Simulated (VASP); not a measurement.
# InSe (Fm-3m) in VASP: notebook

The runs below take InSe through single point, with PBE.

All numbers are computed with VASP 6.6.1; they aren't measurements. Logs are shortened: lines on timing, memory, paths and dates and some standing lists are left out, and cuts for length are marked.

## 1. The cell of the first run

It takes space group Fm-3m (No. 225, cubic). The conventional cell has a = 5.964 Å, b = 5.964 Å, c = 5.964 Å, α = 90.00°, β = 90.00°, γ = 90.00°. In (site symmetry m-3m) has 6 Se at 2.98 Å within 3.9 Å. Se (site symmetry m-3m) has 6 In at 2.98 Å within 3.9 Å.

## 2. Single point, PBE

File INCAR:

```
PREC = Accurate
ENCUT = 520
EDIFF = 1E-6
ISMEAR = 0
SIGMA = 0.1
LREAL = F
LASPH = T
NELM = 80
ALGO = Normal
ISIF = 2
LWAVE = F
LCHARG = T
GGA = PE
LELF = T
LVHAR = T
NBANDS = 16
```

File KPOINTS:

```
regular mesh
0
Gamma
  6 6 6
```

File POSCAR:

```
InSe
1.0
    0.0000000000      2.9821716100      2.9821716100
    2.9821716100      0.0000000000      2.9821716100
    2.9821716100      2.9821716100      0.0000000000
In Se
1 1
Direct
    0.0000000000      0.0000000000      0.0000000000
    0.5000000000      0.5000000000      0.5000000000
```

Potentials or basis: VASP PAW PBE potentials, release 64 (In_d, Se).

Run with:

```console
$ cat potpaw_PBE.64/In_d/POTCAR potpaw_PBE.64/Se/POTCAR > POTCAR
$ mpirun -np 1 vasp_std > vasp.out
```

OUTCAR:

```text
PREC = Accurate
   ENCUT = 520
   EDIFF = 1E-6
   ISMEAR = 0
   LREAL = F
   LASPH = T
   NELM = 80
   ISIF = 2
   GGA = PE

 ion  position               nearest neighbor table
   1  0.000  0.000  0.000-   2 2.98   2 2.98   2 2.98   2 2.98   2 2.98   2 2.98
   2  0.500  0.500  0.500-   1 2.98   1 2.98   1 2.98   1 2.98   1 2.98   1 2.98

  LATTYP: Found a face centered cubic cell.
 ALAT       =     5.9643432200

  Lattice vectors:

 A1 = (   0.0000000000,   2.9821716100,   2.9821716100)
 A2 = (   2.9821716100,   0.0000000000,   2.9821716100)
 A3 = (   2.9821716100,   2.9821716100,   0.0000000000)

Analysis of symmetry for initial positions (statically):
=====================================================================
 Subroutine PRICEL returns:
 Original cell was already a primitive cell.

 Routine SETGRP: Setting up the symmetry group for a
 face centered cubic supercell.

 Subroutine GETGRP returns: Found 48 space group operations
 (whereof 48 operations were pure point group operations)
 out of a pool of 48 trial point group operations.

The static configuration has the point symmetry O_h .

Analysis of symmetry for dynamics (positions and initial velocities):
=====================================================================
 Subroutine PRICEL returns:
 Original cell was already a primitive cell.

 Routine SETGRP: Setting up the symmetry group for a
 face centered cubic supercell.

 Subroutine GETGRP returns: Found 48 space group operations
 (whereof 48 operations were pure point group operations)
 out of a pool of 48 trial point group operations.

The dynamic configuration has the point symmetry O_h .

 Subroutine INISYM returns: Found 48 space group operations
 (whereof 48 operations are pure point group operations),
 and found     1 'primitive' translations

----------------------------------------------------------------------------------------

                                     Primitive cell

  volume of cell :      53.0430

  direct lattice vectors                    reciprocal lattice vectors
     0.000000000  2.982171610  2.982171610    -0.167663054  0.167663054  0.167663054
     2.982171610  0.000000000  2.982171610     0.167663054 -0.167663054  0.167663054
     2.982171610  2.982171610  0.000000000     0.167663054  0.167663054 -0.167663054

  length of vectors
     4.217427536  4.217427536  4.217427536     0.290400928  0.290400928  0.290400928

  position of ions in fractional coordinates (direct lattice)
     0.000000000  0.000000000  0.000000000
     0.500000000  0.500000000  0.500000000

  ion indices of the primitive-cell ions
   primitive index   ion index
                 1           1
                 2           2

----------------------------------------------------------------------------------------

 KPOINTS: regular mesh

Automatic generation of k-mesh.
 Grid dimensions read from file:
 generate k-points for:    6    6    6

 Generating k-lattice:

  Cartesian coordinates                     Fractional coordinates (reciprocal lattice)
    -0.027943842  0.027943842  0.027943842     0.166666667  0.000000000  0.000000000
     0.027943842 -0.027943842  0.027943842     0.000000000  0.166666667  0.000000000
     0.027943842  0.027943842 -0.027943842     0.000000000  0.000000000  0.166666667

  Length of vectors
     0.048400155  0.048400155  0.048400155

  Shift w.r.t. Gamma in fractional coordinates (k-lattice)
     0.000000000  0.000000000  0.000000000

 Subroutine IBZKPT returns following result:
 ===========================================

 Found     16 irreducible k-points:

 Following reciprocal coordinates:
            Coordinates               Weight
  0.000000  0.000000  0.000000      1.000000
  0.166667  0.000000  0.000000      8.000000
  0.333333  0.000000  0.000000      8.000000
  0.500000  0.000000  0.000000      4.000000
  0.166667  0.166667  0.000000      6.000000
  0.333333  0.166667  0.000000     24.000000
[... 8 lines left out ...]
 -0.333333  0.333333  0.166667     24.000000
 -0.333333  0.500000  0.166667     12.000000
   k-points           NKPTS =     16   k-points in BZ     NKDIM =     16   number of bands    NBANDS=     16
   number of dos      NEDOS =    301   number of ions     NIONS =      2
   total plane-waves  NPLWV =  32768
   dimension x,y,z NGX =    32 NGY =   32 NGZ =   32
   dimension x,y,z NGXF=    64 NGYF=   64 NGZF=   64
   ions per type =               1   1
   NGX,Y,Z   is equivalent  to a cutoff of  12.61, 12.61, 12.61 a.u.
   NGXF,Y,Z  is equivalent  to a cutoff of  25.23, 25.23, 25.23 a.u.
 SYSTEM =  unknown system
   PREC   = accura    normal or accurate (medium, high low for compatibility)
   ISTART =      0    job   : 0-new  1-cont  2-samecut
   ICHARG =      2    charge: 1-file 2-atom 10-const
   ISPIN  =      1    spin polarized calculation?
   LNONCOLLINEAR =      F non collinear calculations
   LSORBIT =      F    spin-orbit coupling
   LASPH  =      T    aspherical Exc in radial PAW
   ENCUT  =  520.0 eV  38.22 Ry    6.18 a.u.   7.84  7.84  7.84*2*pi/ulx,y,z
   NELM   =     80;   NELMIN=  2; NELMDL= -5     # of ELM steps
   EDIFF  = 0.1E-05   stopping-criterion for ELM
   LREAL  =      F    real-space projection
   EDIFFG = 0.1E-04   stopping-criterion for IOM
   NSW    =      0    number of steps for IOM
   IBRION =     -1    ionic relax: 0-MD 1-quasi-New 2-CG
   NFREE  =      0    steps in history (QN), initial steepest desc. (CG)
   ISIF   =      2    stress and relaxation
   ISYM   =      2    0-nonsym 1-usesym 2-fastsym
   POTIM  = 0.5000    time-step for ionic-motion
   TEBEG  =    0.0;   TEEND  =   0.0 temperature during run
   PSTRESS=    0.0 pullay stress
   NELECT =      19.0000    total number of electrons
   NUPDOWN=      -1.0000    fix difference up-down
   EMIN   =  10.00;   EMAX   =-10.00  energy-range for DOS
   EFERMI =   0.00;   METHOD = LEGACY
   ISMEAR =     0;   SIGMA  =   0.10  broadening in eV -4-tet -1-fermi 0-gaus
   EFERMI_NEDOS =   21; number of points for ismear=-14 and -15
   IALGO  =     38    algorithm
   IMIX   =      4    mixing-type and parameters
     AMIX     =   0.40;   BMIX     =  1.00
     AMIX_MAG =   1.60;   BMIX_MAG =  1.00
  volume/ion in A,a.u.               =      26.52       178.98
  Fermi-wavevector in a.u.,A,eV,Ry     =   1.162653  2.197095 18.391834  1.351762
  Thomas-Fermi vector in A             =   2.299212
   LORBIT       =      0    0 simple, 1 ext, 2 COOP (PROOUT), +10 PAW based schemes
   GGA     = PE    functional components
   LHFCALC =     F    Hartree Fock is set to
   AEXX    =    0.0000 exact exchange contribution
   IVDW    =     0    specifies the selected vdW correction
   LEPSILON=     F    determine dielectric tensor
   LRPA    =     F    only Hartree local field effects (RPA)
 non-spin polarized calculation
 Gauss-broadening in eV      SIGMA  =   0.10
  energy-cutoff  :      520.00
  volume of cell :       53.04
 maximum number of plane-waves:      1458
   NGX = 15   NGY = 15   NGZ = 15

 number of electron      19.0000002 magnetization

 Free energy of the ion-electron system (eV)
  ---------------------------------------------------
  ext. energy  EPLUGINS =         0.00000000
  ---------------------------------------------------
  free energy    TOTEN  =        -6.89191465 eV

  energy without entropy =       -6.88386956  energy(sigma->0) =       -6.88789211

 E-fermi :   5.3595     XC(G=0):  -9.5711

 val. band max:        5.3573409535   @ k =   0.3333   0.1667   0.0000
 cond. band min:       5.5086646123   @ k =   0.5000   0.1667   0.0000
 fundamental gap:      0.1513236589
 Fermi energy:         5.3594991417

 k-point     1 :       0.0000    0.0000    0.0000
  band No.  band energies     occupation
      1      -9.2574      2.00000
      2      -9.2574      2.00000
      3      -9.2513      2.00000
      4      -9.2513      2.00000
      5      -9.2513      2.00000
      6      -8.4319      2.00000
[... 8 lines left out ...]
     15      11.8882      0.00000
     16      11.8882      0.00000

 k-point     2 :       0.1667    0.0000    0.0000
  band No.  band energies     occupation
      1      -9.2658      2.00000
      2      -9.2658      2.00000
      3      -9.2512      2.00000
      4      -9.2422      2.00000
      5      -9.2422      2.00000
      6      -8.2630      2.00000
[... 8 lines left out ...]
     15      12.5936      0.00000
     16      12.5936      0.00000

 k-point     3 :       0.3333    0.0000    0.0000
  band No.  band energies     occupation
      1      -9.2841      2.00000
      2      -9.2841      2.00000
      3      -9.2520      2.00000
      4      -9.2225      2.00000
      5      -9.2225      2.00000
      6      -7.8738      2.00000
[... 8 lines left out ...]
     15      14.1897      0.00000
     16      14.1897      0.00000

 k-point     4 :       0.5000    0.0000    0.0000
  band No.  band energies     occupation
      1      -9.2933      2.00000
      2      -9.2933      2.00000
      3      -9.2527      2.00000
      4      -9.2126      2.00000
      5      -9.2126      2.00000
      6      -7.6436      2.00000
[... 8 lines left out ...]
     15      16.0633      0.00000
     16      16.0633      0.00000

 k-point     5 :       0.1667    0.1667    0.0000
  band No.  band energies     occupation
      1      -9.3086      2.00000
      2      -9.2572      2.00000
      3      -9.2517      2.00000
      4      -9.2388      2.00000
      5      -9.2388      2.00000
      6      -8.1717      2.00000
[... 8 lines left out ...]
     15      14.0194      0.00000
     16      14.0194      0.00000

 k-point     6 :       0.3333    0.1667    0.0000
  band No.  band energies     occupation
      1      -9.3657      2.00000
      2      -9.2607      2.00000
      3      -9.2570      2.00000
      4      -9.2284      2.00000
      5      -9.2196      2.00000
      6      -7.7977      2.00000
[... 8 lines left out ...]
     15      14.7942      0.00000
     16      15.1557      0.00000

 k-point     7 :       0.5000    0.1667    0.0000
  band No.  band energies     occupation
      1      -9.3800      2.00000
      2      -9.2778      2.00000
      3      -9.2490      2.00000
      4      -9.2245      2.00000
      5      -9.2099      2.00000
      6      -7.4725      2.00000
[... 8 lines left out ...]
     15      15.7221      0.00000
     16      16.2726      0.00000

 k-point     8 :      -0.3333    0.1667    0.0000
  band No.  band energies     occupation
      1      -9.3490      2.00000
      2      -9.2853      2.00000
      3      -9.2453      2.00000
      4      -9.2261      2.00000
      5      -9.2200      2.00000
      6      -7.5756      2.00000
[... 8 lines left out ...]
     15      14.0411      0.00000
     16      15.7284      0.00000

 k-point     9 :      -0.1667    0.1667    0.0000
  band No.  band energies     occupation
      1      -9.2947      2.00000
      2      -9.2787      2.00000
      3      -9.2499      2.00000
      4      -9.2368      2.00000
      5      -9.2314      2.00000
      6      -7.9842      2.00000
[... 8 lines left out ...]
     15      13.2634      0.00000
     16      14.7208      0.00000

 k-point    10 :       0.3333    0.3333    0.0000
  band No.  band energies     occupation
      1      -9.4936      2.00000
      2      -9.2691      2.00000
      3      -9.2403      2.00000
      4      -9.2119      2.00000
      5      -9.2119      2.00000
      6      -7.4491      2.00000
[... 8 lines left out ...]
     15      15.8127      0.00000
     16      17.2425      0.00000

 k-point    11 :       0.5000    0.3333    0.0000
  band No.  band energies     occupation
      1      -9.5339      2.00000
      2      -9.2649      2.00000
      3      -9.2478      2.00000
      4      -9.2087      2.00000
      5      -9.2030      2.00000
      6      -7.1478      2.00000
[... 8 lines left out ...]
     15      17.0459      0.00000
     16      17.2500      0.00000

 k-point    12 :      -0.3333    0.3333    0.0000
  band No.  band energies     occupation
      1      -9.4696      2.00000
      2      -9.2677      2.00000
      3      -9.2465      2.00000
      4      -9.2236      2.00000
      5      -9.2099      2.00000
      6      -7.2054      2.00000
[... 8 lines left out ...]
     15      14.9808      0.00000
     16      15.9799      0.00000

 k-point    13 :       0.5000    0.5000    0.0000
  band No.  band energies     occupation
      1      -9.6001      2.00000
      2      -9.2751      2.00000
      3      -9.2346      2.00000
      4      -9.1975      2.00000
      5      -9.1975      2.00000
      6      -6.9857      2.00000
[... 8 lines left out ...]
     15      16.8207      0.00000
     16      18.2677      0.00000

 k-point    14 :       0.5000    0.3333    0.1667
  band No.  band energies     occupation
      1      -9.4413      2.00000
      2      -9.2645      2.00000
      3      -9.2536      2.00000
      4      -9.2209      2.00000
      5      -9.2124      2.00000
      6      -7.4118      2.00000
[... 8 lines left out ...]
     15      15.9584      0.00000
     16      16.2935      0.00000

 k-point    15 :      -0.3333    0.3333    0.1667
  band No.  band energies     occupation
      1      -9.4692      2.00000
      2      -9.2703      2.00000
      3      -9.2390      2.00000
      4      -9.2342      2.00000
      5      -9.2044      2.00000
      6      -7.2053      2.00000
[... 8 lines left out ...]
     15      13.7624      0.00000
     16      17.3321      0.00000

 k-point    16 :      -0.3333    0.5000    0.1667
  band No.  band energies     occupation
      1      -9.5414      2.00000
      2      -9.2571      2.00000
      3      -9.2543      2.00000
      4      -9.2184      2.00000
      5      -9.1975      2.00000
      6      -7.0425      2.00000
[... 8 lines left out ...]
     15      15.4238      0.00000
     16      17.5580      0.00000

------------------------ aborting loop because EDIFF is reached ----------------------------------------

  FORCE on cell =-STRESS in cart. coord.  units (eV):
  Direction    XX          YY          ZZ          XY          YZ          ZX
  --------------------------------------------------------------------------------------
  -------------------------------------------------------------------------------------
  Total       -0.1974707     -0.1974707     -0.1974707     -0.0000000     -0.0000000     -0.0000000
  in kB       -5.9646547     -5.9646547     -5.9646547     -0.0000000     -0.0000000     -0.0000000
  external PRESSURE =      -5.9646547 kB  Pullay stress =       0.0000000 kB

 VOLUME and BASIS-vectors are now :
 -----------------------------------------------------------------------------
  energy-cutoff  :      520.00
  volume of cell :       53.04
      direct lattice vectors                 reciprocal lattice vectors
     0.000000000  2.982171610  2.982171610    -0.167663054  0.167663054  0.167663054
     2.982171610  0.000000000  2.982171610     0.167663054 -0.167663054  0.167663054
     2.982171610  2.982171610  0.000000000     0.167663054  0.167663054 -0.167663054

 POSITION                                       TOTAL-FORCE (eV/Angst)
 -----------------------------------------------------------------------------------
      0.00000      0.00000      0.00000        -0.000000     -0.000000     -0.000000
      2.98217      2.98217      2.98217         0.000000      0.000000      0.000000
 -----------------------------------------------------------------------------------
    total drift:                                0.000000     -0.000000     -0.000000

  FREE ENERGIE OF THE ION-ELECTRON SYSTEM (eV)
  ---------------------------------------------------
  free  energy   TOTEN  =        -6.8919146542 eV

  energy  without entropy=       -6.8838695614  energy(sigma->0) =       -6.88789211
```

Run time: 25 s. Hardware: 1 thread of Intel Xeon 6975P-C, shared host; peak memory 0.18 GiB.

Results:

| Property | Result |
| --- | --- |
| Free energy | -6.8919 eV |
| Pressure | -0.6 GPa |

Caveat: spin-orbit coupling is left out, which moves the levels of the heavy elements.

(Continued in part 2 of 2.)
